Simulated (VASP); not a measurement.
# V (Im-3m) in VASP: notebook, part 2 of 2

VASP 6.6.1. Earlier steps stand in the parts before.

## (4) Single point, r2SCAN, collinear spin, ferromagnetic start

This run uses another cell than the first one, of 13.54 Å³/atom, 1.027 times its volume.

File POSCAR:

```
V
1.0
   -1.5014198545      1.5014198545      1.5014198545
    1.5014198545     -1.5014198545      1.5014198545
    1.5014198545      1.5014198545     -1.5014198545
V
1
Direct
    0.0000000000      0.0000000000      0.0000000000
```

File INCAR.step1:

```
PREC = Accurate
ENCUT = 520
ISMEAR = 0
SIGMA = 0.05
LREAL = F
LASPH = T
NELM = 150
ISPIN = 2
MAGMOM = 1
LMAXMIX = 4
NBANDS = 16
GGA = PE
ALGO = Normal
EDIFF = 1E-4
LWAVE = T
LCHARG = F
```

File INCAR.step2:

```
PREC = Accurate
ENCUT = 520
EDIFF = 1E-7
ISMEAR = 0
SIGMA = 0.05
LREAL = F
LASPH = T
NELM = 150
ALGO = Normal
ISIF = 2
LWAVE = F
LCHARG = F
ISPIN = 2
MAGMOM = 1
LORBIT = 11
LMAXMIX = 4
METAGGA = R2SCAN
LMIXTAU = T
NBANDS = 16
ISTART = 1
```

File KPOINTS:

```
Automatic mesh
0
Gamma
  20 20 20
```

Potentials or basis: VASP PAW PBE potentials, release 64 (V_sv).

Started as:

```
cat potpaw_PBE.64/V_sv/POTCAR > POTCAR
cp INCAR.step1 INCAR
mpirun -np 1 vasp_std > vasp.out
cp INCAR.step2 INCAR
mpirun -np 1 vasp_std > vasp.out
```

OUTCAR:

```text
PREC = Accurate
   ENCUT = 520
   EDIFF = 1E-7
   ISMEAR = 0
   LREAL = F
   LASPH = T
   NELM = 150
   ISIF = 2
   ISPIN = 2
   LORBIT = 11
   METAGGA = R2SCAN
   ISTART = 1

 ion  position               nearest neighbor table
   1  0.000  0.000  0.000-

  LATTYP: Found a body centered cubic cell.
 ALAT       =     3.0028397090

  Lattice vectors:

 A1 = (  -1.5014198545,   1.5014198545,   1.5014198545)
 A2 = (   1.5014198545,  -1.5014198545,   1.5014198545)
 A3 = (   1.5014198545,   1.5014198545,  -1.5014198545)

Analysis of symmetry for initial positions (statically):
=====================================================================
 Subroutine PRICEL returns:
 Original cell was already a primitive cell.

 Routine SETGRP: Setting up the symmetry group for a
 body centered cubic supercell.

 Subroutine GETGRP returns: Found 48 space group operations
 (whereof 48 operations were pure point group operations)
 out of a pool of 48 trial point group operations.

The static configuration has the point symmetry O_h .

Analysis of symmetry for dynamics (positions and initial velocities):
=====================================================================
 Subroutine PRICEL returns:
 Original cell was already a primitive cell.

 Routine SETGRP: Setting up the symmetry group for a
 body centered cubic supercell.

 Subroutine GETGRP returns: Found 48 space group operations
 (whereof 48 operations were pure point group operations)
 out of a pool of 48 trial point group operations.

The dynamic configuration has the point symmetry O_h .

Analysis of structural, dynamic, and magnetic symmetry:
=====================================================================
 Subroutine PRICEL returns:
 Original cell was already a primitive cell.

 Routine SETGRP: Setting up the symmetry group for a
 body centered cubic supercell.

 Subroutine GETGRP returns: Found 48 space group operations
 (whereof 48 operations were pure point group operations)
 out of a pool of 48 trial point group operations.

[... 132 lines left out ...]
  volume of cell :       13.54
 maximum number of plane-waves:       376
   NGX =  9   NGY =  9   NGZ =  9

 number of electron      12.9999990 magnetization       0.0034427

 Free energy of the ion-electron system (eV)
  ---------------------------------------------------
  ext. energy  EPLUGINS =         0.00000000
  ---------------------------------------------------
  free energy    TOTEN  =       -14.12822361 eV

  energy without entropy =      -14.12593011  energy(sigma->0) =      -14.12707686

 E-fermi :   9.5962     XC(G=0): -14.0358

 val. band max:        9.5953137813   @ k =  -0.2500   0.3500   0.1000
 cond. band min:       9.5981176283   @ k =  -0.1500   0.2500   0.0500
 fundamental gap:      0.0028038470
 Fermi energy:         9.5961547850

 spin component 1

 k-point     1 :       0.0000    0.0000    0.0000
  band No.  band energies     occupation
      1     -56.7319      1.00000
      2     -28.8908      1.00000
      3     -28.8908      1.00000
      4     -28.8908      1.00000
      5       2.5477      1.00000
      6      10.0767      0.00000
[... 435 lines left out ...]
      5       5.7320      1.00000
      6       8.9549      1.00000
[... 8 lines left out ...]
     15      38.1296      0.00000
     16      39.2124      0.00000

 [... further k-points ...]

 spin component 2

 k-point     1 :       0.0000    0.0000    0.0000
  band No.  band energies     occupation
      1     -56.7284      1.00000
      2     -28.8873      1.00000
      3     -28.8873      1.00000
      4     -28.8873      1.00000
      5       2.5498      1.00000
      6      10.0818      0.00000
[... 435 lines left out ...]
      5       5.7343      1.00000
      6       8.9595      1.00000
[... 8 lines left out ...]
     15      38.1320      0.00000
     16      39.2154      0.00000

 [... further k-points ...]

------------------------ aborting loop because EDIFF is reached ----------------------------------------

  FORCE on cell =-STRESS in cart. coord.  units (eV):
  Direction    XX          YY          ZZ          XY          YZ          ZX
  --------------------------------------------------------------------------------------
  -------------------------------------------------------------------------------------
  Total       -0.2731616     -0.2731616     -0.2731616     -0.0000000     -0.0000000      0.0000000
  in kB      -32.3268778    -32.3268778    -32.3268778     -0.0000000     -0.0000000      0.0000000
  external PRESSURE =     -32.3268778 kB  Pullay stress =       0.0000000 kB

 VOLUME and BASIS-vectors are now :
 -----------------------------------------------------------------------------
  energy-cutoff  :      520.00
  volume of cell :       13.54
      direct lattice vectors                 reciprocal lattice vectors
    -1.501419854  1.501419854  1.501419854     0.000000000  0.333018108  0.333018108
     1.501419854 -1.501419854  1.501419854     0.333018108  0.000000000  0.333018108
     1.501419854  1.501419854 -1.501419854     0.333018108  0.333018108  0.000000000

 POSITION                                       TOTAL-FORCE (eV/Angst)
 -----------------------------------------------------------------------------------
      0.00000      0.00000      0.00000         0.000000      0.000000      0.000000
 -----------------------------------------------------------------------------------
    total drift:                                0.000000     -0.000000     -0.000000

  FREE ENERGIE OF THE ION-ELECTRON SYSTEM (eV)
  ---------------------------------------------------
  free  energy   TOTEN  =       -14.1282236129 eV

  energy  without entropy=      -14.1259301060  energy(sigma->0) =      -14.12707686

 total charge

# of ion       s       p       d       tot
------------------------------------------
    1        2.337   6.234   3.040  11.611

 magnetization (x)

# of ion       s       p       d       tot
------------------------------------------
    1        0.000   0.000   0.003   0.003
```

OUTCAR.step1:

```text
PREC = Accurate
   ENCUT = 520
   ISMEAR = 0
   LREAL = F
   LASPH = T
[... 1148 lines left out ...]

 POSITION                                       TOTAL-FORCE (eV/Angst)
 -----------------------------------------------------------------------------------
      0.00000      0.00000      0.00000         0.000000      0.000000      0.000000
 -----------------------------------------------------------------------------------
    total drift:                                0.000000     -0.000000     -0.000000

  FREE ENERGIE OF THE ION-ELECTRON SYSTEM (eV)
  ---------------------------------------------------
  free  energy   TOTEN  =        -8.9931986787 eV

  energy  without entropy=       -8.9906627597  energy(sigma->0) =       -8.99193072
```

Wall time 5 min (1 thread of AMD EPYC 7R13 (Zen 3), shared host); peak memory 0.16 GiB.

Results:

```yaml
Free_energy: -14.1282 eV
Pressure: -3.2 GPa
Net_moment: 0.00 μB per cell
Valence_electrons_inside_the_program's_atomic_spheres: V 11.61
```

Levels at points of the mesh, in eV from the Fermi level:
Spin up:
```csv
k point,band 4,band 5,band 6,band 7,band 8,band 9,band 10,band 11
"(0.00, 0.00, 0.00)",-38.49,-7.05,0.48,0.48,0.48,2.65,2.65,21.20
"(0.50, 0.00, 0.00)",-38.49,-3.32,-1.14,1.49,2.62,3.02,4.26,10.53
"(0.50, 0.50, 0.50)",-39.11,-3.08,-3.08,3.86,3.86,3.86,10.59,10.59
```
Spin down:
| k point | band 3 | band 4 | band 5 | band 6 | band 7 | band 8 | band 9 | band 10 | band 11 | band 12 |
| --- | --- | --- | --- | --- | --- | --- | --- | --- | --- | --- |
| (0.00, 0.00, 0.00) | -38.48 | -38.48 | -7.05 | 0.49 | 0.49 | 0.49 | 2.65 | 2.65 | 21.21 | 21.21 |
| (0.50, 0.00, 0.00) | -38.77 | -38.49 | -3.32 | -1.13 | 1.49 | 2.62 | 3.03 | 4.26 | 10.54 | 16.46 |
| (0.50, 0.50, 0.50) | -39.11 | -39.11 | -3.08 | -3.08 | 3.86 | 3.86 | 3.86 | 10.59 | 10.59 | 10.59 |

Caveat: the PAW data sets were made with another functional, which shifts forces and pressure a little.

## (5) Single point, r2SCAN, collinear spin, ferromagnetic start

This run uses another cell than the first one: it holds 2 atoms, not 1.

File POSCAR:

```
V
1.0
    2.9820751970      0.0000000000      0.0000000000
    0.0000000000      2.9820751970      0.0000000000
    0.0000000000      0.0000000000      2.9820751970
V
2
Direct
    0.0000000000      0.0000000000      0.0000000000
    0.5000000000      0.5000000000      0.5000000000
```

File INCAR.step1:

```
SYSTEM = V
ALGO = Normal
EDIFF = 1E-4
ENCUT = 520
GGA = PE
ISMEAR = 0
ISPIN = 2
LASPH = .True.
LCHARG = .False.
LMAXMIX = 4
LREAL = .False.
LWAVE = .True.
MAGMOM = 1 1
NBANDS = 24
NELM = 150
PREC = Accurate
SIGMA = 0.05
```

File INCAR.step2:

```
SYSTEM = V
ALGO = Normal
EDIFF = 1E-6
ENCUT = 520
ISIF = 2
ISMEAR = 0
ISPIN = 2
ISTART = 1
LASPH = .True.
LCHARG = .True.
LELF = .True.
LMAXMIX = 4
LMIXTAU = .True.
LORBIT = 11
LREAL = .False.
LVHAR = .True.
LWAVE = .False.
MAGMOM = 1 1
METAGGA = R2SCAN
NBANDS = 24
NELM = 150
PREC = Accurate
SIGMA = 0.05
```

File KPOINTS:

```
k-points
0
Gamma
  12 12 12
  0 0 0
```

Started as:

```
cat potpaw_PBE.64/V_sv/POTCAR > POTCAR
cp INCAR.step1 INCAR
mpirun -np 1 vasp_std > vasp.out
cp INCAR.step2 INCAR
mpirun -np 1 vasp_std > vasp.out
```

It took 3.9 min on 1 thread of AMD EPYC 7R13 (Zen 3), shared host; peak memory 0.17 GiB.

The run converged. Its results:

```yaml
Free_energy: -28.2616 eV
Pressure: 0.7 GPa
Band_gap_on_the_k_mesh: zero (filled and empty bands overlap)
Net_moment: 0.02 μB per cell
Valence_electrons_inside_the_program's_atomic_spheres: V 11.65
```

Levels at points of the mesh, in eV from the Fermi level:
Spin up:
```csv
k point,band 11,band 12,band 13,band 14,band 15,band 16
"(0.00, 0.00, 0.00)",-3.18,0.49,0.49,0.49,2.71,2.71
"(0.50, 0.00, 0.00)",-0.54,-0.54,0.92,0.92,0.92,0.92
"(0.50, 0.50, 0.00)",-1.17,-1.17,1.58,1.58,2.69,2.69
"(0.50, 0.50, 0.50)",-1.22,-1.22,-1.22,-1.22,3.17,3.17
```
Spin down:
| k point | band 11 | band 12 | band 13 | band 14 | band 15 | band 16 |
| --- | --- | --- | --- | --- | --- | --- |
| (0.00, 0.00, 0.00) | -3.18 | 0.50 | 0.50 | 0.50 | 2.72 | 2.72 |
| (0.50, 0.00, 0.00) | -0.54 | -0.54 | 0.93 | 0.93 | 0.93 | 0.93 |
| (0.50, 0.50, 0.00) | -1.16 | -1.16 | 1.58 | 1.58 | 2.70 | 2.70 |
| (0.50, 0.50, 0.50) | -1.21 | -1.21 | -1.21 | -1.21 | 3.18 | 3.18 |

Caveat: the PAW data sets were made with another functional, which shifts forces and pressure a little.

## (6) The runs side by side

| cell | k mesh | gap on the mesh (eV) | pressure (GPa) | moment (μB) |
| --- | --- | --- | --- | --- |
| a = 2.578 Å, angles 109.5°, 1 atom | 20 × 20 × 20 | none | 1.8 | 0.00 |
| a = 2.583 Å, angles 109.5°, 1 atom | 20 × 20 × 20 | none | 0.7 | 0.00 |
| a = 2.601 Å, angles 109.5°, 1 atom | 20 × 20 × 20 | none | -3.2 | 0.00 |
| a = 2.982 Å, 2 atoms | 12 × 12 × 12 | none | 0.7 | 0.02 |

Alike in all rows: task single point; level r2SCAN; potentials or basis VASP PAW PBE potentials, release 64 (V_sv); spin collinear, ferromagnetic start; cutoff (eV) 520; smearing gaussian 0.05 eV.

Caveats: the PAW data sets were made with another functional, which shifts forces and pressure a little.

Absolute energies hang on the potentials; compare differences alone.
